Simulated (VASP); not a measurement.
# Co2F3 (P-3m1) in VASP: single point with PBE

Aim: the single point of Co2F3 with PBE.

All numbers are computed with VASP 6.6.1; they aren't measurements. Logs are shortened: lines on timing, memory, paths and dates and some standing lists are left out, and cuts for length are marked.

## (1) The cell of the first run

The structure is trigonal, space group P-3m1 (No. 164). The conventional cell has a = 3.352 Å, b = 3.352 Å, c = 5.215 Å, α = 90.00°, β = 90.00°, γ = 120.00°. Within 2.7 Å of Co (site symmetry 3m) lie 7 F at 2.02 to 2.32 Å. F (site symmetry -3m) has 6 Co at 2.32 Å and 6 F at 2.68 Å within 3.1 Å. Within 2.7 Å of F (site symmetry 3m) lie 4 Co at 2.02 to 2.09 Å and 6 F at 2.46 to 2.68 Å.

## (2) Single point, PBE, collinear spin, ferromagnetic start

INCAR

```
SYSTEM = Co2F3
  PREC = Accurate
  ENCUT = 520
  EDIFF = 1E-6
  ISMEAR = 0
  SIGMA = 0.1
  LREAL = .FALSE.
  LASPH = .TRUE.
  NELM = 150
  ALGO = Fast
  ISIF = 2
  LWAVE = .FALSE.
  LCHARG = .FALSE.
  ISPIN = 2
  MAGMOM = 3 3 0 0 0
  LORBIT = 11
  LMAXMIX = 4
  GGA = PE
  NBANDS = 32
```

KPOINTS

```
Automatic mesh
0
G
  6 6 4
  0 0 0
```

POSCAR

```
Co2F3
1.0
    3.3518696991      0.0000000000      0.0000000000
   -1.6759348496      2.9028043096      0.0000000000
    0.0000000000      0.0000000000      5.2149647857
Co F
2 3
Direct
    0.3333333333      0.6666666667      0.2450000000
    0.6666666667      0.3333333333      0.7550000000
    0.0000000000      0.0000000000      0.0000000000
    0.3333333333      0.6666666667      0.6450000000
    0.6666666667      0.3333333333      0.3550000000
```

Potentials or basis: VASP PAW PBE potentials, release 64 (Co, F).

The run is started by

```console
cat potpaw_PBE.64/Co/POTCAR potpaw_PBE.64/F/POTCAR > POTCAR
mpirun -np 1 vasp_std > vasp.out
```

OUTCAR:

```text
SYSTEM = Co2F3
   PREC = Accurate
   ENCUT = 520
   EDIFF = 1E-6
   ISMEAR = 0
   LREAL = .FALSE.
   LASPH = .TRUE.
   NELM = 150
   ISIF = 2
   ISPIN = 2
   LORBIT = 11
   GGA = PE

 ion  position               nearest neighbor table
   1  0.333  0.667  0.245-   5 2.02   5 2.02   5 2.02   4 2.09   3 2.32   3 2.32   3 2.32
   2  0.667  0.333  0.755-   4 2.02   4 2.02   4 2.02   5 2.09   3 2.32   3 2.32   3 2.32
   3  0.000  0.000  0.000-   1 2.32   2 2.32   2 2.32   1 2.32   2 2.32   1 2.32
   4  0.333  0.667  0.645-   2 2.02   2 2.02   2 2.02   1 2.09
   5  0.667  0.333  0.355-   1 2.02   1 2.02   1 2.02   2 2.09

  LATTYP: Found a hexagonal cell.
 ALAT       =     3.3518696991
 C/A-ratio  =     1.5558375635

  Lattice vectors:

 A1 = (   3.3518696991,   0.0000000000,   0.0000000000)
 A2 = (  -1.6759348496,   2.9028043096,   0.0000000000)
 A3 = (   0.0000000000,   0.0000000000,   5.2149647857)

Analysis of symmetry for initial positions (statically):
=====================================================================
 Subroutine PRICEL returns:
 Original cell was already a primitive cell.

 Routine SETGRP: Setting up the symmetry group for a
 hexagonal supercell.

 Subroutine GETGRP returns: Found 12 space group operations
 (whereof 12 operations were pure point group operations)
 out of a pool of 24 trial point group operations.

The static configuration has the point symmetry D_3d.

Analysis of symmetry for dynamics (positions and initial velocities):
=====================================================================
 Subroutine PRICEL returns:
 Original cell was already a primitive cell.

 Routine SETGRP: Setting up the symmetry group for a
 hexagonal supercell.

 Subroutine GETGRP returns: Found 12 space group operations
 (whereof 12 operations were pure point group operations)
 out of a pool of 24 trial point group operations.

The dynamic configuration has the point symmetry D_3d.

Analysis of structural, dynamic, and magnetic symmetry:
=====================================================================
 Subroutine PRICEL returns:
 Original cell was already a primitive cell.

 Routine SETGRP: Setting up the symmetry group for a
 hexagonal supercell.

 Subroutine GETGRP returns: Found 12 space group operations
 (whereof 12 operations were pure point group operations)
 out of a pool of 24 trial point group operations.

The overall configuration has the point symmetry D_3d.

 Subroutine INISYM returns: Found 12 space group operations
 (whereof 12 operations are pure point group operations),
 and found     1 'primitive' translations

----------------------------------------------------------------------------------------

                                     Primitive cell

  volume of cell :      50.7407

  direct lattice vectors                    reciprocal lattice vectors
     3.351869699  0.000000000  0.000000000     0.298340953  0.172247229  0.000000000
    -1.675934850  2.902804310  0.000000000     0.000000000  0.344494459  0.000000000
     0.000000000  0.000000000  5.214964786     0.000000000  0.000000000  0.191755849

  length of vectors
     3.351869699  3.351869699  5.214964786     0.344494459  0.344494459  0.191755849

  position of ions in fractional coordinates (direct lattice)
     0.333333333  0.666666667  0.245000000
     0.666666667  0.333333333  0.755000000
     0.000000000  0.000000000  0.000000000
     0.333333333  0.666666667  0.645000000
     0.666666667  0.333333333  0.355000000

  ion indices of the primitive-cell ions
   primitive index   ion index
                 1           1
                 2           2
                 3           3
                 4           4
                 5           5

----------------------------------------------------------------------------------------

 KPOINTS: Automatic mesh

Automatic generation of k-mesh.
 Grid dimensions read from file:
 generate k-points for:    6    6    4

 Generating k-lattice:

  Cartesian coordinates                     Fractional coordinates (reciprocal lattice)
     0.049723492  0.028707872  0.000000000     0.166666667  0.000000000  0.000000000
     0.000000000  0.057415743  0.000000000     0.000000000  0.166666667  0.000000000
     0.000000000  0.000000000  0.047938962     0.000000000  0.000000000  0.250000000

  Length of vectors
     0.057415743  0.057415743  0.047938962

  Shift w.r.t. Gamma in fractional coordinates (k-lattice)
     0.000000000  0.000000000  0.000000000

 Subroutine IBZKPT returns following result:
 ===========================================

 Found     24 irreducible k-points:

 Following reciprocal coordinates:
            Coordinates               Weight
  0.000000  0.000000  0.000000      1.000000
  0.166667  0.000000  0.000000      6.000000
  0.333333  0.000000  0.000000      6.000000
  0.500000 -0.000000  0.000000      3.000000
  0.166667  0.166667  0.000000      6.000000
  0.333333  0.166667  0.000000     12.000000
[... 16 lines left out ...]
  0.333333  0.166667  0.500000     12.000000
  0.333333  0.333333  0.500000      2.000000
   k-points           NKPTS =     24   k-points in BZ     NKDIM =     24   number of bands    NBANDS=     32
   number of dos      NEDOS =    301   number of ions     NIONS =      5
   total plane-waves  NPLWV =  31360
   dimension x,y,z NGX =    28 NGY =   28 NGZ =   40
   dimension x,y,z NGXF=    56 NGYF=   56 NGZF=   80
   ions per type =               2   3
   NGX,Y,Z   is equivalent  to a cutoff of  13.89, 13.89, 12.75 a.u.
   NGXF,Y,Z  is equivalent  to a cutoff of  27.77, 27.77, 25.50 a.u.
 SYSTEM =  Co2F3
   PREC   = accura    normal or accurate (medium, high low for compatibility)
   ISTART =      0    job   : 0-new  1-cont  2-samecut
   ICHARG =      2    charge: 1-file 2-atom 10-const
   ISPIN  =      2    spin polarized calculation?
   LNONCOLLINEAR =      F non collinear calculations
   LSORBIT =      F    spin-orbit coupling
   LASPH  =      T    aspherical Exc in radial PAW
   ENCUT  =  520.0 eV  38.22 Ry    6.18 a.u.   6.23  6.23  9.70*2*pi/ulx,y,z
   NELM   =    150;   NELMIN=  2; NELMDL= -5     # of ELM steps
   EDIFF  = 0.1E-05   stopping-criterion for ELM
   LREAL  =      F    real-space projection
   EDIFFG = 0.1E-04   stopping-criterion for IOM
   NSW    =      0    number of steps for IOM
   IBRION =     -1    ionic relax: 0-MD 1-quasi-New 2-CG
   NFREE  =      0    steps in history (QN), initial steepest desc. (CG)
   ISIF   =      2    stress and relaxation
   ISYM   =      2    0-nonsym 1-usesym 2-fastsym
   POTIM  = 0.5000    time-step for ionic-motion
   TEBEG  =    0.0;   TEEND  =   0.0 temperature during run
   PSTRESS=    0.0 pullay stress
   NELECT =      39.0000    total number of electrons
   NUPDOWN=      -1.0000    fix difference up-down
   EMIN   =  10.00;   EMAX   =-10.00  energy-range for DOS
   EFERMI =   0.00;   METHOD = LEGACY
   ISMEAR =     0;   SIGMA  =   0.10  broadening in eV -4-tet -1-fermi 0-gaus
   EFERMI_NEDOS =   21; number of points for ismear=-14 and -15
   IALGO  =     68    algorithm
   IMIX   =      4    mixing-type and parameters
     AMIX     =   0.40;   BMIX     =  1.00
     AMIX_MAG =   1.60;   BMIX_MAG =  1.00
  volume/ion in A,a.u.               =      10.15        68.48
  Fermi-wavevector in a.u.,A,eV,Ry     =   1.499608  2.833847 30.597091  2.248823
  Thomas-Fermi vector in A             =   2.611215
   LORBIT       =     11    0 simple, 1 ext, 2 COOP (PROOUT), +10 PAW based schemes
   GGA     = PE    functional components
   LHFCALC =     F    Hartree Fock is set to
   AEXX    =    0.0000 exact exchange contribution
   IVDW    =     0    specifies the selected vdW correction
   LEPSILON=     F    determine dielectric tensor
   LRPA    =     F    only Hartree local field effects (RPA)
 spin polarized calculation
 RMM-DIIS sequential band-by-band and
 Gauss-broadening in eV      SIGMA  =   0.10
  energy-cutoff  :      520.00
  volume of cell :       50.74
 maximum number of plane-waves:      1387
 NGX is ok and might be reduce to    28
   NGX = 13   NGY = 13   NGZ = 19

 number of electron      38.9999989 magnetization       5.0414109

 Free energy of the ion-electron system (eV)
  ---------------------------------------------------
  ext. energy  EPLUGINS =         0.00000000
  ---------------------------------------------------
  free energy    TOTEN  =       -24.92410412 eV

  energy without entropy =      -24.90745525  energy(sigma->0) =      -24.91577969

 E-fermi :   7.2411     XC(G=0): -11.4666

 val. band max:        7.2266468426   @ k =  -0.1667   0.5000   0.2500
 cond. band min:       7.2614752378   @ k =   0.3333   0.1667   0.5000
 fundamental gap:      0.0348283952
 Fermi energy:         7.2411088338

 spin component 1

 k-point     1 :       0.0000    0.0000    0.0000
  band No.  band energies     occupation
      1     -19.7253      1.00000
      2     -18.6979      1.00000
      3     -18.1838      1.00000
      4      -1.7136      1.00000
      5      -1.5674      1.00000
      6      -1.5674      1.00000
[... 23 lines left out ...]
     30      21.7188      0.00000
     31      23.3030      0.00000

 k-point     2 :       0.1667    0.0000    0.0000
  band No.  band energies     occupation
      1     -19.6239      1.00000
      2     -18.7225      1.00000
      3     -18.1807      1.00000
      4      -2.1245      1.00000
      5      -1.8731      1.00000
      6      -1.6171      1.00000
[... 23 lines left out ...]
     30      21.3474      0.00000
     31      21.9155      0.00000

 k-point     3 :       0.3333    0.0000    0.0000
  band No.  band energies     occupation
      1     -19.3814      1.00000
      2     -18.8099      1.00000
      3     -18.1762      1.00000
      4      -2.4289      1.00000
      5      -1.9787      1.00000
      6      -1.6656      1.00000
[... 703 lines left out ...]
     30      21.1030      0.00000
     31      21.8260      0.00000

 k-point    24 :       0.3333    0.3333    0.5000
  band No.  band energies     occupation
      1     -19.0328      1.00000
      2     -19.0328      1.00000
      3     -18.1727      1.00000
      4      -2.4044      1.00000
      5      -2.3793      1.00000
      6      -2.3793      1.00000
[... 23 lines left out ...]
     30      21.0214      0.00000
     31      22.1687      0.00000
 Fermi energy:         7.2411088338

 spin component 2

 k-point     1 :       0.0000    0.0000    0.0000
  band No.  band energies     occupation
      1     -19.5241      1.00000
      2     -18.4853      1.00000
      3     -18.0248      1.00000
      4      -1.4190      1.00000
      5      -1.0867      1.00000
      6      -1.0867      1.00000
[... 23 lines left out ...]
     30      22.1342      0.00000
     31      23.5978      0.00000

 k-point     2 :       0.1667    0.0000    0.0000
  band No.  band energies     occupation
      1     -19.4215      1.00000
      2     -18.5098      1.00000
      3     -18.0211      1.00000
      4      -1.7676      1.00000
      5      -1.5738      1.00000
      6      -1.1848      1.00000
[... 23 lines left out ...]
     30      21.8462      0.00000
     31      22.2238      0.00000

 k-point     3 :       0.3333    0.0000    0.0000
  band No.  band energies     occupation
      1     -19.1752      1.00000
      2     -18.5975      1.00000
      3     -18.0162      1.00000
      4      -2.1370      1.00000
      5      -1.7367      1.00000
      6      -1.3028      1.00000
[... 703 lines left out ...]
     30      21.6664      0.00000
     31      22.2410      0.00000

 k-point    24 :       0.3333    0.3333    0.5000
  band No.  band energies     occupation
      1     -18.8211      1.00000
      2     -18.8211      1.00000
      3     -18.0147      1.00000
      4      -2.1571      1.00000
      5      -2.1414      1.00000
      6      -2.1414      1.00000
[... 23 lines left out ...]
     30      21.6641      0.00000
     31      22.6197      0.00000
 [bands above 31 left out]

------------------------ aborting loop because EDIFF is reached ----------------------------------------

  FORCE on cell =-STRESS in cart. coord.  units (eV):
  Direction    XX          YY          ZZ          XY          YZ          ZX
  --------------------------------------------------------------------------------------
  -------------------------------------------------------------------------------------
  Total        4.5650059      4.5650059      6.7355308     -0.0000000      0.0000000     -0.0000000
  in kB      144.1436991    144.1436991    212.6797518     -0.0000000      0.0000000     -0.0000000
  external PRESSURE =     166.9890500 kB  Pullay stress =       0.0000000 kB

 VOLUME and BASIS-vectors are now :
 -----------------------------------------------------------------------------
  energy-cutoff  :      520.00
  volume of cell :       50.74
      direct lattice vectors                 reciprocal lattice vectors
     3.351869699  0.000000000  0.000000000     0.298340953  0.172247229  0.000000000
    -1.675934850  2.902804310  0.000000000     0.000000000  0.344494459  0.000000000
     0.000000000  0.000000000  5.214964786     0.000000000  0.000000000  0.191755849

 POSITION                                       TOTAL-FORCE (eV/Angst)
 -----------------------------------------------------------------------------------
     -0.00000      1.93520      1.27767        -0.000000     -0.000000     -1.881902
      1.67593      0.96760      3.93730        -0.000000      0.000000      1.881902
      0.00000      0.00000      0.00000         0.000000      0.000000     -0.000000
     -0.00000      1.93520      3.36365         0.000000      0.000000      0.496358
      1.67593      0.96760      1.85131         0.000000     -0.000000     -0.496358
 -----------------------------------------------------------------------------------
    total drift:                                0.000000     -0.000000     -0.000000

  FREE ENERGIE OF THE ION-ELECTRON SYSTEM (eV)
  ---------------------------------------------------
  free  energy   TOTEN  =       -24.9241041201 eV

  energy  without entropy=      -24.9074552521  energy(sigma->0) =      -24.91577969

 total charge

# of ion       s       p       d       tot
------------------------------------------
    1        0.227   0.270   7.312   7.809
    2        0.227   0.270   7.312   7.809
    3        1.743   4.321   0.000   6.064
    4        1.742   4.380   0.000   6.122
    5        1.742   4.380   0.000   6.122
--------------------------------------------------
tot          5.681  13.621  14.624  33.926

 magnetization (x)

# of ion       s       p       d       tot
------------------------------------------
    1        0.008   0.012   2.320   2.340
    2        0.008   0.012   2.320   2.340
    3        0.007   0.073   0.000   0.079
    4        0.007   0.098   0.000   0.105
    5        0.007   0.098   0.000   0.105
--------------------------------------------------
tot          0.037   0.293   4.640   4.970
```

It took 81 s on 1 thread of Oxide Virtual Turin-like, shared host; peak memory 0.19 GiB.

Results:

```yaml
Free_energy: -24.9241 eV
Pressure: 16.7 GPa
Largest_force: 1.882 eV/Å
Net_moment: 5.04 μB per cell
Site_moments: Co +2.34; F +0.08, +0.10 (each value once) μB
Valence_electrons_inside_the_program's_atomic_spheres: Co 7.81; F 6.06, 6.12 (each value once)
```

Forces in eV/Å, atoms in the order of the input:
```
Co   0.000  0.000 -1.882
Co   0.000  0.000  1.882
F    0.000  0.000  0.000
F    0.000  0.000  0.496
F    0.000  0.000 -0.496
```

Stress tensor (GPa, compression positive):
```
14.41  0.00  0.00
 0.00 14.41  0.00
 0.00  0.00 21.27
```

Caveat: the k points lie up to 0.36 Å⁻¹ apart; semilocal functionals often make such compounds metallic where correlation or magnetic order opens a gap, which also shifts bond lengths; forces of over 1 eV/Å act on the atoms, so gaps and moduli don't describe the material at rest. With open d or f shells a metallic result of PBE can be an artefact of self-interaction; +U or a hybrid may open a gap.
